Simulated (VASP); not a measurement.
# N2 in VASP: a series of runs

The runs below take N2 through single point, with PBE.

Everything below comes from runs of VASP 6.6.1. Logs are shortened: lines on timing, memory, paths and dates and some standing lists are left out, and cuts for length are marked.

### Step 1. The cell of the first run

The cell holds a molecule in a box, 2 atoms: a = 11.000 Å, b = 11.500 Å, c = 12.000 Å, α = 90.00°, β = 90.00°, γ = 90.00°.

### Step 2. Single point, PBE

INCAR reads:

```
SYSTEM = N
  PREC = Accurate
  ENCUT = 520
  EDIFF = 1E-6
  ISMEAR = 0
  SIGMA = 0.01
  LREAL = .FALSE.
  LASPH = .TRUE.
  NELM = 120
  ALGO = Normal
  ISIF = 2
  LWAVE = .FALSE.
  LCHARG = .FALSE.
  GGA = PE
  NBANDS = 12
  GGA_COMPAT = .FALSE.
  NELMDL = -8
```

KPOINTS reads:

```
Automatic mesh
0
G
  1 1 1
  0 0 0
```

POSCAR reads:

```
N
1.0
   11.0000000000      0.0000000000      0.0000000000
    0.0000000000     11.5000000000      0.0000000000
    0.0000000000      0.0000000000     12.0000000000
N
2
Direct
    0.5000000000      0.5000000000      0.4540848880
    0.5000000000      0.5000000000      0.5434151120
```

Potentials or basis: VASP PAW PBE potentials, release 64 (N).

Command:

```bash
cat potpaw_PBE.64/N/POTCAR > POTCAR
mpirun -np 1 vasp_gam > vasp.out
```

OUTCAR:

```text
SYSTEM = N
   PREC = Accurate
   ENCUT = 520
   EDIFF = 1E-6
   ISMEAR = 0
   LREAL = .FALSE.
   LASPH = .TRUE.
   NELM = 120
   ISIF = 2
   GGA = PE
   NELMDL = -8

 ion  position               nearest neighbor table
   1  0.500  0.500  0.454-   2 1.07
   2  0.500  0.500  0.543-   1 1.07

  LATTYP: Found a simple orthorhombic cell.
 ALAT       =    11.0000000000
 B/A-ratio  =     1.0454545455
 C/A-ratio  =     1.0909090909

  Lattice vectors:

 A1 = (  11.0000000000,   0.0000000000,   0.0000000000)
 A2 = (   0.0000000000,  11.5000000000,   0.0000000000)
 A3 = (   0.0000000000,   0.0000000000,  12.0000000000)

Analysis of symmetry for initial positions (statically):
=====================================================================
 Subroutine PRICEL returns:
 Original cell was already a primitive cell.

 Routine SETGRP: Setting up the symmetry group for a
 simple orthorhombic supercell.

 Subroutine GETGRP returns: Found  8 space group operations
 (whereof  4 operations were pure point group operations)
 out of a pool of  8 trial point group operations.

The static configuration has the point symmetry C_2v.
 The point group associated with its full space group is D_2h.

Analysis of symmetry for dynamics (positions and initial velocities):
=====================================================================
 Subroutine PRICEL returns:
 Original cell was already a primitive cell.

 Routine SETGRP: Setting up the symmetry group for a
 simple orthorhombic supercell.

 Subroutine GETGRP returns: Found  8 space group operations
 (whereof  4 operations were pure point group operations)
 out of a pool of  8 trial point group operations.

The dynamic configuration has the point symmetry C_2v.
 The point group associated with its full space group is D_2h.

 Subroutine INISYM returns: Found  8 space group operations
 (whereof  4 operations are pure point group operations),
 and found     1 'primitive' translations

----------------------------------------------------------------------------------------

                                     Primitive cell

  volume of cell :    1518.0000

  direct lattice vectors                    reciprocal lattice vectors
    11.000000000  0.000000000  0.000000000     0.090909091  0.000000000  0.000000000
     0.000000000 11.500000000  0.000000000     0.000000000  0.086956522  0.000000000
     0.000000000  0.000000000 12.000000000     0.000000000  0.000000000  0.083333333

  length of vectors
    11.000000000 11.500000000 12.000000000     0.090909091  0.086956522  0.083333333

  position of ions in fractional coordinates (direct lattice)
     0.500000000  0.500000000  0.454084888
     0.500000000  0.500000000  0.543415112

  ion indices of the primitive-cell ions
   primitive index   ion index
                 1           1
                 2           2

----------------------------------------------------------------------------------------

 KPOINTS: Automatic mesh

Automatic generation of k-mesh.
 Grid dimensions read from file:
 generate k-points for:    1    1    1

 Generating k-lattice:

  Cartesian coordinates                     Fractional coordinates (reciprocal lattice)
     0.090909091  0.000000000  0.000000000     1.000000000  0.000000000  0.000000000
     0.000000000  0.086956522  0.000000000     0.000000000  1.000000000  0.000000000
     0.000000000  0.000000000  0.083333333     0.000000000  0.000000000  1.000000000

  Length of vectors
     0.090909091  0.086956522  0.083333333

  Shift w.r.t. Gamma in fractional coordinates (k-lattice)
     0.000000000  0.000000000  0.000000000

 Subroutine IBZKPT returns following result:
 ===========================================

 Found      1 irreducible k-points:

 Following reciprocal coordinates:
            Coordinates               Weight
  0.000000  0.000000  0.000000      1.000000
   k-points           NKPTS =      1   k-points in BZ     NKDIM =      1   number of bands    NBANDS=     12
   number of dos      NEDOS =    301   number of ions     NIONS =      2
   total plane-waves  NPLWV = 680400
   dimension x,y,z NGX =    84 NGY =   90 NGZ =   90
   dimension x,y,z NGXF=   168 NGYF=  180 NGZF=  180
   ions per type =               2
   NGX,Y,Z   is equivalent  to a cutoff of  12.70, 13.01, 12.47 a.u.
   NGXF,Y,Z  is equivalent  to a cutoff of  25.39, 26.02, 24.94 a.u.
 SYSTEM =  N
   PREC   = accura    normal or accurate (medium, high low for compatibility)
   ISTART =      0    job   : 0-new  1-cont  2-samecut
   ICHARG =      2    charge: 1-file 2-atom 10-const
   ISPIN  =      1    spin polarized calculation?
   LNONCOLLINEAR =      F non collinear calculations
   LSORBIT =      F    spin-orbit coupling
   LASPH  =      T    aspherical Exc in radial PAW
   ENCUT  =  520.0 eV  38.22 Ry    6.18 a.u.  20.45 21.38 22.31*2*pi/ulx,y,z
   NELM   =    120;   NELMIN=  2; NELMDL= -8     # of ELM steps
   EDIFF  = 0.1E-05   stopping-criterion for ELM
   LREAL  =      F    real-space projection
   EDIFFG = 0.1E-04   stopping-criterion for IOM
   NSW    =      0    number of steps for IOM
   IBRION =     -1    ionic relax: 0-MD 1-quasi-New 2-CG
   NFREE  =      0    steps in history (QN), initial steepest desc. (CG)
   ISIF   =      2    stress and relaxation
   ISYM   =      2    0-nonsym 1-usesym 2-fastsym
   POTIM  = 0.5000    time-step for ionic-motion
   TEBEG  =    0.0;   TEEND  =   0.0 temperature during run
   PSTRESS=    0.0 pullay stress
   NELECT =      10.0000    total number of electrons
   NUPDOWN=      -1.0000    fix difference up-down
   EMIN   =  10.00;   EMAX   =-10.00  energy-range for DOS
   EFERMI =   0.00;   METHOD = LEGACY
   ISMEAR =     0;   SIGMA  =   0.01  broadening in eV -4-tet -1-fermi 0-gaus
   EFERMI_NEDOS =   21; number of points for ismear=-14 and -15
   IALGO  =     38    algorithm
   IMIX   =      4    mixing-type and parameters
     AMIX     =   0.40;   BMIX     =  1.00
     AMIX_MAG =   1.60;   BMIX_MAG =  1.00
  volume/ion in A,a.u.               =     759.00      5121.98
  Fermi-wavevector in a.u.,A,eV,Ry     =   0.306891  0.579940  1.281426  0.094182
  Thomas-Fermi vector in A             =   1.181261
   LORBIT       =      0    0 simple, 1 ext, 2 COOP (PROOUT), +10 PAW based schemes
   GGA     = PE    functional components
   LHFCALC =     F    Hartree Fock is set to
   AEXX    =    0.0000 exact exchange contribution
   IVDW    =     0    specifies the selected vdW correction
   LEPSILON=     F    determine dielectric tensor
   LRPA    =     F    only Hartree local field effects (RPA)
 non-spin polarized calculation
 Gauss-broadening in eV      SIGMA  =   0.01
  energy-cutoff  :      520.00
  volume of cell :     1518.00
 maximum number of plane-waves:     20458
 NGX is ok and might be reduce to    84

 number of electron      10.0000000 magnetization

 number of electron       9.9999999 magnetization

 Free energy of the ion-electron system (eV)
  ---------------------------------------------------
  ext. energy  EPLUGINS =         0.00000000
  ---------------------------------------------------
  free energy    TOTEN  =       -16.50917194 eV

  energy without entropy =      -16.50917194  energy(sigma->0) =      -16.50917194

 E-fermi : -10.0638     XC(G=0):  -0.4082

 val. band max:      -10.1363197855   @ k =   0.0000   0.0000   0.0000
 cond. band min:      -1.5623952040   @ k =   0.0000   0.0000   0.0000
 fundamental gap:      8.5739245815
 Fermi energy:       -10.0638491474

 k-point     1 :       0.0000    0.0000    0.0000
  band No.  band energies     occupation
      1     -28.7549      2.00000
      2     -13.1674      2.00000
      3     -11.8023      2.00000
      4     -11.8023      2.00000
      5     -10.1363      2.00000
      6      -1.5624      0.00000
      7      -1.5623      0.00000
      8      -0.1638      0.00000
      9       0.8314      0.00000
     10       0.8563      0.00000
     11       0.8641      0.00000
     12       0.9488      0.00000

------------------------ aborting loop because EDIFF is reached ----------------------------------------

  FORCE on cell =-STRESS in cart. coord.  units (eV):
  Direction    XX          YY          ZZ          XY          YZ          ZX
  --------------------------------------------------------------------------------------
  -------------------------------------------------------------------------------------
  Total       -0.0734884     -0.0751555      7.7052346      0.0000000      0.0000000      0.0000000
  in kB       -0.0775636     -0.0793230      8.1325113      0.0000000      0.0000000      0.0000000
  external PRESSURE =       2.6585416 kB  Pullay stress =       0.0000000 kB

 VOLUME and BASIS-vectors are now :
 -----------------------------------------------------------------------------
  energy-cutoff  :      520.00
  volume of cell :     1518.00
      direct lattice vectors                 reciprocal lattice vectors
    11.000000000  0.000000000  0.000000000     0.090909091  0.000000000  0.000000000
     0.000000000 11.500000000  0.000000000     0.000000000  0.086956522  0.000000000
     0.000000000  0.000000000 12.000000000     0.000000000  0.000000000  0.083333333

 POSITION                                       TOTAL-FORCE (eV/Angst)
 -----------------------------------------------------------------------------------
      5.50000      5.75000      5.44902         0.000000      0.000000     -7.300501
      5.50000      5.75000      6.52098         0.000000      0.000000      7.300501
 -----------------------------------------------------------------------------------
    total drift:                                0.000000     -0.000000      0.000024

  FREE ENERGIE OF THE ION-ELECTRON SYSTEM (eV)
  ---------------------------------------------------
  free  energy   TOTEN  =       -16.5091719360 eV

  energy  without entropy=      -16.5091719360  energy(sigma->0) =      -16.50917194
```

It took 1.7 min on 1 thread of Intel Xeon Platinum 8259CL at 2.50GHz (Skylake/Cascade Lake), shared host; peak memory 1 GiB.

Results:

- Free energy: -16.5092 eV
- Largest force: 7.301 eV/Å
- Gap between the frontier levels: 8.57 eV

Forces in eV/Å, atoms in the order of the input:
```
N    0.000  0.000 -7.301
N    0.000  0.000  7.301
```

Caveat: the standard files for N, O and F lose accuracy on very short bonds.

### Step 3. Single point, PBE

INCAR reads:

```
  ALGO = Normal
  EDIFF = 1E-6
  ENCUT = 520
  GGA = PE
  GGA_COMPAT = False
  ISIF = 2
  ISMEAR = 0
  LASPH = True
  LCHARG = True
  LELF = True
  LREAL = False
  LVHAR = True
  LWAVE = False
  NBANDS = 12
  NELM = 120
  NELMDL = -8
  PREC = Accurate
  SIGMA = 0.01
```

KPOINTS reads:

```
k-points
0
Gamma
  1 1 1
```

POSCAR, as its differences from that of step 2:

```diff
@@ -9,2 +9,2 @@
     0.5000000000      0.5000000000      0.4540848880
-    0.5000000000      0.5000000000      0.5434151120
+    0.5000000000      0.5000000000      0.5446651120
```

Potentials or basis: VASP PAW PBE potentials, release 64 (N).

Command:

```bash
cat potpaw_PBE.64/N/POTCAR > POTCAR
mpirun -np 1 vasp_gam > vasp.out
```

Wall time 1.9 min (1 thread of Intel Xeon Platinum 8259CL at 2.50GHz (Skylake/Cascade Lake), shared host); peak memory 1 GiB.

It converged, with:

```yaml
Free_energy: -16.5964 eV
Largest_force: 4.383 eV/Å
Gap_between_the_frontier_levels: 8.39 eV
```

Forces on the atoms (eV/Å):
```
N    0.000  0.000 -4.383
N    0.000  0.000  4.383
```

Levels at points of the mesh, in eV from the valence-band top:
| k point | band 2 | band 3 | band 4 | band 5 | band 6 | band 7 | band 8 | band 9 |
| --- | --- | --- | --- | --- | --- | --- | --- | --- |
| (0.00, 0.00, 0.00) | -3.15 | -1.54 | -1.54 | 0.00 | 8.39 | 8.39 | 9.96 | 10.96 |

Caveat: the standard files for N, O and F lose accuracy on very short bonds.

### Step 4. Single point, PBE

INCAR reads:

```
SYSTEM = N
PREC = Accurate
ENCUT = 520
EDIFF = 1E-6
ISMEAR = 0
SIGMA = 0.01
LREAL = .FALSE.
LASPH = .TRUE.
NELM = 120
ALGO = Normal
ISIF = 2
LWAVE = .FALSE.
LCHARG = .FALSE.
GGA = PE
NBANDS = 12
GGA_COMPAT = .FALSE.
NELMDL = -8
```

KPOINTS reads:

```
regular mesh
0
G
  1 1 1
  0 0 0
```

POSCAR, as its differences from that of step 3:

```diff
@@ -9,2 +9,2 @@
     0.5000000000      0.5000000000      0.4540848880
-    0.5000000000      0.5000000000      0.5446651120
+    0.5000000000      0.5000000000      0.5471651120
```

Command:

```bash
cat potpaw_PBE.64/N/POTCAR > POTCAR
mpirun -np 1 vasp_gam > vasp.out
```

Wall time 93 s (1 thread of Intel Xeon Platinum 8259CL at 2.50GHz (Skylake/Cascade Lake), shared host); peak memory 1 GiB.

Results (log left out):

```yaml
Free_energy: -16.6509 eV
Largest_force: 0.563 eV/Å
Gap_between_the_frontier_levels: 8.02 eV
```

Forces on the atoms (eV/Å):
```
N    0.000  0.000  0.563
N    0.000  0.000 -0.563
```

Levels at points of the mesh, in eV from the valence-band top:
| k point | band 1 | band 2 | band 3 | band 4 | band 5 | band 6 | band 7 | band 8 | band 9 | band 10 |
| --- | --- | --- | --- | --- | --- | --- | --- | --- | --- | --- |
| (0.00, 0.00, 0.00) | -17.93 | -3.38 | -1.31 | -1.31 | 0.00 | 8.02 | 8.02 | 9.94 | 10.93 | 10.96 |

Caveat: the standard files for N, O and F lose accuracy on very short bonds.

### Step 5. Single point, PBE, collinear spin, ferromagnetic start

This run uses another cell than the first one: it holds 1 atom, not 2.

INCAR reads:

```
PREC     = Accurate       # precision mode
ENCUT    = 520            # plane-wave cutoff, eV
EDIFF    = 1E-6           # SCF threshold, eV
ISMEAR   = 0              # smearing method
SIGMA    = 0.005          # smearing width, eV
LREAL    = False          # projectors in reciprocal space
LASPH    = True           # aspherical terms in the spheres
NELM     = 200            # most SCF steps
ALGO     = Normal         # electronic algorithm
ISIF     = 2              # what is computed and relaxed
LWAVE    = False          # write WAVECAR
LCHARG   = False          # write CHGCAR
ISPIN    = 2              # spin polarisation
MAGMOM   = 3              # initial moments
LORBIT   = 11             # projections on sites
GGA      = PE             # functional
NBANDS   = 12             # bands
GGA_COMPAT= False        
NELMDL   = -8
```

KPOINTS reads:

```
regular mesh
0
Gamma
  1 1 1
```

POSCAR reads:

```
N
1.0
   11.0000000000      0.0000000000      0.0000000000
    0.0000000000     11.5000000000      0.0000000000
    0.0000000000      0.0000000000     12.0000000000
N
1
Direct
    0.5000000000      0.5000000000      0.5000000000
```

Command:

```bash
cat potpaw_PBE.64/N/POTCAR > POTCAR
mpirun -np 1 vasp_gam > vasp.out
```

Run time: 3.7 min. Hardware: 1 thread of Intel Xeon Platinum 8259CL at 2.50GHz (Skylake/Cascade Lake), shared host; peak memory 1.5 GiB.

The run converged. Its results:

```
Free energy                                           : -3.1240 eV
Gap between the frontier levels                       : 4.17 eV
Net moment                                            : 3.00 μB per cell
Site moments                                          : N +1.95 μB
Valence electrons inside the program's atomic spheres : N 3.27
```

Levels at points of the mesh, in eV from the valence-band top:
Spin up:
| k point | band 1 | band 2 | band 3 | band 4 | band 5 | band 6 | band 7 | band 8 |
| --- | --- | --- | --- | --- | --- | --- | --- | --- |
| (0.00, 0.00, 0.00) | -11.58 | 0.00 | 0.00 | 0.00 | 7.85 | 8.90 | 8.99 | 9.06 |
Spin down:
| k point | band 1 | band 2 | band 3 | band 4 | band 5 | band 6 |
| --- | --- | --- | --- | --- | --- | --- |
| (0.00, 0.00, 0.00) | -7.00 | 4.17 | 4.17 | 4.17 | 8.20 | 9.24 |
